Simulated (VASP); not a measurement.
Si, 2 atoms in the cell. The structure is cubic, space group Fd-3m (No. 227). Conventional cell: a = 5.443 Å, b = 5.443 Å, c = 5.443 Å, α = 90.00°, β = 90.00°, γ = 90.00°. Si (site symmetry -43m) has 4 Si at 2.36 Å within 3.1 Å. 

| Quantity | Value |
| --- | --- |
| Program | VASP 6.6.1 |
| Task | single point |
| Functional | PBE |
| Potentials or basis | VASP PAW PBE potentials, release 64 (Si) |
| Cutoff | 500 eV |
| k mesh | 10 × 10 × 10 |
| Occupations | fermi-dirac, width 0.1 eV |
| Spin | no spin polarisation |
| Dipole correction | no |
| Further INCAR settings | ALGO = Normal; EDIFF = 1e-06; NBANDS = 11 |

Potentials or basis: VASP PAW PBE potentials, release 64 (Si).

Command:

```console
$ cat potpaw_PBE.64/Si/POTCAR > POTCAR
$ mpirun -np 1 vasp_std > vasp.out
```

Hardware: 1 thread of AMD EPYC 9R45 96-Core Processor (Zen 5), on a shared host.

Q: Estimate the wall time of this run.

A: Run time: 6.9 s on 1 thread of AMD EPYC 9R45 96-Core Processor (Zen 5), on a shared host, peak memory 0.12 GiB. Counts: scf iterations 11, k points 47.
